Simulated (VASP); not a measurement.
Set up this calculation in VASP 6.6.1, as the native input.

```
Task                   : relaxation of cell and atoms
Functional             : PBE
Potentials or basis    : VASP PAW PBE potentials, release 64 (Li_sv, B)
Cutoff                 : 600 eV
k mesh                 : 12 × 12 × 12
Occupations            : gaussian, width 0.1 eV
Spin                   : no spin polarisation
Dipole correction      : no
Further INCAR settings : ALGO = Normal; EDIFF = 1e-06; IBRION = 2; EDIFFG = -0.01; NSW = 100; ISIF = 3
```

The structure of Li3B4 lies in POSCAR:

```
Li3B4
1.0
   -2.3714014567      2.3714014567      3.1782275266
    2.3714014567     -2.3714014567      3.1782275266
    2.3714014567      2.3714014567     -3.1782275266
Li B
3 4
Direct
    0.6658281465      0.6658281465      0.0000000000
    0.3341718535      0.3341718535      0.0000000000
    0.0000000000      0.0000000000      0.0000000000
    0.7500000000      0.2500000000      0.5000000000
    0.2500000000      0.7500000000      0.5000000000
    0.5000000000      0.0000000000      0.5000000000
    0.0000000000      0.5000000000      0.5000000000
```

The input as run:

INCAR

```
SYSTEM = Li3B4
PREC     = Accurate       ! precision mode
ENCUT    = 600            ! plane-wave cutoff, eV
EDIFF    = 1E-6           ! SCF threshold, eV
ISMEAR   = 0              ! smearing method
SIGMA    = 0.1            ! smearing width, eV
LREAL    = .FALSE.        ! projectors in reciprocal space
LASPH    = .TRUE.         ! aspherical terms in the spheres
NELM     = 100            ! most SCF steps
ALGO     = Normal         ! electronic algorithm
ISIF     = 3              ! what is computed and relaxed
LWAVE    = .FALSE.        ! write WAVECAR
LCHARG   = .FALSE.        ! write CHGCAR
GGA      = PE             ! functional
IBRION   = 2              ! ionic algorithm
NSW      = 100            ! ionic steps
EDIFFG   = -0.01          ! ionic threshold
```

KPOINTS

```
regular mesh
0
G
  12 12 12
  0 0 0
```

Potentials or basis: VASP PAW PBE potentials, release 64 (Li_sv, B).

Run with:

```console
$ cat potpaw_PBE.64/Li_sv/POTCAR potpaw_PBE.64/B/POTCAR > POTCAR
$ mpirun -np 1 vasp_std > vasp.out
```

Results of the run:

```yaml
Relaxed_volume: 10.22 Å³/atom
Relaxed_cell: a = 4.619 Å, b = 4.619 Å, c = 4.619 Å, α = 118.13°, β = 118.13°, γ = 93.27°
Space_group_after_relaxing_to_0.05_Å: I4/mmm (No. 139)
Energy_gained_by_relaxing: 0.1 meV/atom
Ionic_steps: 4
Pressure_after_relaxing: 0.1 GPa
```

Caveat: the cutoff is under 1.25 times the usual one of these potentials, so pressure, stress and relaxed cells hold a basis-set (Pulay) error.

Wall time 18 min on 1 thread of Oxide Virtual Turin-like Processor (shared host), peak memory 0.32 GiB.
